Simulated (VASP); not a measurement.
# TiO2 (Rutile) (P4_2/mnm) in VASP: notebook, part 2 of 2

VASP 6.6.1.

**5. Relaxation of the atoms, PBE (volume scaled by 1.04)**

INCAR reads:

```
SYSTEM = TiO2
PREC     = Accurate       ! precision mode
ENCUT    = 520            ! plane-wave cutoff, eV
EDIFF    = 1E-6           ! SCF threshold, eV
ISMEAR   = -1             ! smearing method
SIGMA    = 0.02           ! smearing width, eV
LREAL    = .False.        ! projectors in reciprocal space
LASPH    = .True.         ! aspherical terms in the spheres
NELM     = 60             ! most SCF steps
ALGO     = Normal         ! electronic algorithm
ISIF     = 2              ! what is computed and relaxed
LWAVE    = .False.        ! write WAVECAR
LCHARG   = .False.        ! write CHGCAR
GGA      = PE             ! functional
IBRION   = 2              ! ionic algorithm
NSW      = 80             ! ionic steps
EDIFFG   = -0.02          ! ionic threshold
```

KPOINTS reads:

```
Automatic mesh
0
Gamma
  7 7 10
  0 0 0
```

POSCAR reads:

```
TiO2
1.0
    4.6544543012      0.0000000000      0.0000000000
    0.0000000000      4.6544543012      0.0000000000
    0.0000000000      0.0000000000      2.9979386759
Ti O
2 4
Direct
    0.0000000000      0.0000000000      0.0000000000
    0.5000000000      0.5000000000      0.5000000000
    0.3042802931      0.3042802931      0.0000000000
    0.1957197069      0.8042802931      0.5000000000
    0.6957197069      0.6957197069      0.0000000000
    0.8042802931      0.1957197069      0.5000000000
```

Potentials or basis: VASP PAW PBE potentials, release 64 (Ti_sv, O).

Started as:

```bash
> cat potpaw_PBE.64/Ti_sv/POTCAR potpaw_PBE.64/O/POTCAR > POTCAR
> mpirun -np 1 vasp_std > vasp.out
```

OUTCAR:

```text
SYSTEM = TiO2
   PREC = Accurate
   ENCUT = 520
   EDIFF = 1E-6
   ISMEAR = -1
   LREAL = .False.
   LASPH = .True.
   NELM = 60
   ISIF = 2
   GGA = PE
   IBRION = 2
   NSW = 80
   EDIFFG = -0.02

 ion  position               nearest neighbor table
   1  0.000  0.000  0.000-   4 1.98   6 1.98   4 1.98   6 1.98   5 2.00   3 2.00
   2  0.500  0.500  0.500-   3 1.98   5 1.98   3 1.98   5 1.98   4 2.00   6 2.00
   3  0.304  0.304  0.000-   2 1.98   2 1.98   1 2.00
   4  0.196  0.804  0.500-   1 1.98   1 1.98   2 2.00
   5  0.696  0.696  0.000-   2 1.98   2 1.98   1 2.00
   6  0.804  0.196  0.500-   1 1.98   1 1.98   2 2.00

  LATTYP: Found a simple tetragonal cell.
 ALAT       =     4.6544543012
 C/A-ratio  =     0.6441010013

  Lattice vectors:

 A1 = (   4.6544543012,   0.0000000000,   0.0000000000)
 A2 = (   0.0000000000,   4.6544543012,   0.0000000000)
 A3 = (   0.0000000000,   0.0000000000,   2.9979386759)

Analysis of symmetry for initial positions (statically):
=====================================================================
 Subroutine PRICEL returns:
 Original cell was already a primitive cell.

[... 180 lines left out ...]
  energy without entropy =      -53.66369445  energy(sigma->0) =      -53.66369445

------------------------ aborting loop because EDIFF is reached ----------------------------------------

  FORCE on cell =-STRESS in cart. coord.  units (eV):
  Direction    XX          YY          ZZ          XY          YZ          ZX
  --------------------------------------------------------------------------------------
  -------------------------------------------------------------------------------------
  Total       -1.0420108     -1.0420108     -2.1996588      0.0000000      0.0000000      0.0000000
  in kB      -25.7052897    -25.7052897    -54.2632269      0.0000000      0.0000000      0.0000000
  external PRESSURE =     -35.2246021 kB  Pullay stress =       0.0000000 kB
[... 67 lines left out ...]
--------------------------------------- Ionic step        3  -------------------------------------------

 number of electron      48.0000020 magnetization

 Free energy of the ion-electron system (eV)
  ---------------------------------------------------
  ext. energy  EPLUGINS =         0.00000000
  ---------------------------------------------------
  free energy    TOTEN  =       -53.66617343 eV

  energy without entropy =      -53.66617343  energy(sigma->0) =      -53.66617343

 E-fermi :   4.9671     XC(G=0): -11.2015

 val. band max:        4.4386843597   @ k =   0.0000   0.0000   0.0000
 cond. band min:       6.2323393753   @ k =   0.0000   0.0000   0.0000
 fundamental gap:      1.7936550156
 Fermi energy:         4.9670754527

 k-point     1 :       0.0000    0.0000    0.0000
  band No.  band energies     occupation
      1     -52.6026      2.00000
      2     -52.5888      2.00000
      3     -28.8752      2.00000
      4     -28.8752      2.00000
      5     -28.7341      2.00000
      6     -28.7341      2.00000
[... 733 lines left out ...]
     27       7.3492      0.00000
     28       7.4013      0.00000

 [... further k-points ...]
[... 5 lines left out ...]
  --------------------------------------------------------------------------------------
  -------------------------------------------------------------------------------------
  Total       -0.8791226     -0.8791226     -2.0732487      0.0000000      0.0000000      0.0000000
  in kB      -21.6870138    -21.6870138    -51.1448259      0.0000000      0.0000000      0.0000000
  external PRESSURE =     -31.5062845 kB  Pullay stress =       0.0000000 kB
[... 21 lines left out ...]
  FREE ENERGIE OF THE ION-ELECTRON SYSTEM (eV)
  ---------------------------------------------------
  free  energy   TOTEN  =       -53.6661734297 eV

  energy  without entropy=      -53.6661734297  energy(sigma->0) =      -53.66617343

 reached required accuracy - stopping structural energy minimisation
```

CONTCAR:

```text
TiO2
   1.00000000000000
     4.6544543012000004    0.0000000000000000    0.0000000000000000
     0.0000000000000000    4.6544543012000004    0.0000000000000000
     0.0000000000000000    0.0000000000000000    2.9979386759000000
  Ti              O
     2     4
Direct
     0.0000000000000000    0.0000000000000000    0.0000000000000000
     0.5000000000000000    0.5000000000000000    0.5000000000000000
     0.3055495483665759    0.3055495483665759    0.0000000000000000
     0.1944504516334241    0.8055495483665760    0.5000000000000000
     0.6944504516334240    0.6944504516334240    0.0000000000000000
     0.8055495483665760    0.1944504516334241    0.5000000000000000

  0.00000000E+00  0.00000000E+00  0.00000000E+00
  0.00000000E+00  0.00000000E+00  0.00000000E+00
  0.00000000E+00  0.00000000E+00  0.00000000E+00
  0.00000000E+00  0.00000000E+00  0.00000000E+00
  0.00000000E+00  0.00000000E+00  0.00000000E+00
  0.00000000E+00  0.00000000E+00  0.00000000E+00
```

It took 2.9 min on 1 thread of AMD EPYC 9R45 (Zen 5), shared host; peak memory 0.19 GiB.

Results:

```
Free energy               : -53.6662 eV
Energy gained by relaxing : 0.4 meV/atom
Ionic steps               : 3
Pressure after relaxing   : -3.2 GPa
Band gap on the k mesh    : 1.79 eV, direct
```

Step by step:
```tsv
step	energy change (eV)	largest force (eV/Å)	pressure (GPa)
1	0.0000	0.1481	-3.52
2	-0.0024	0.0214	-3.20
3	-0.0025	0.0008	-3.15
```

Final structure:
```
CELL_PARAMETERS angstrom
4.65445 0.00000 0.00000
0.00000 4.65445 0.00000
0.00000 0.00000 2.99794
ATOMIC_POSITIONS crystal
Ti 0.00000 0.00000 0.00000
Ti 0.50000 0.50000 0.50000
O 0.30555 0.30555 0.00000
O 0.19445 0.80555 0.50000
O 0.69445 0.69445 0.00000
O 0.80555 0.19445 0.50000
```

 A k mesh can miss the band edges.

**6. The runs side by side**

```csv
task,cell,gap on the mesh (eV),pressure (GPa),largest force (eV/Å)
single point,"a = 4.594, b = 4.594, c = 2.929 Å, 6 atoms",1.86,8.4,0.03
single point,"a = 4.594, b = 4.594, c = 2.959 Å, 6 atoms",1.84,5.5,0.03
single point,"a = 4.594, b = 4.594, c = 2.989 Å, 6 atoms",1.81,2.7,0.01
relaxation of the atoms,"atoms relaxed from a = 4.654, b = 4.654, c = 2.998 Å, 6 atoms",1.79,-3.2,-
```

Alike in all rows: level PBE; potentials or basis VASP PAW PBE potentials, release 64 (Ti_sv, O); no spin polarisation; k mesh 7 × 7 × 10; cutoff (eV) 520; smearing fermi-dirac 0.02 eV.

Total energies depend on the potentials used, so only differences within one code and one set of settings carry meaning.
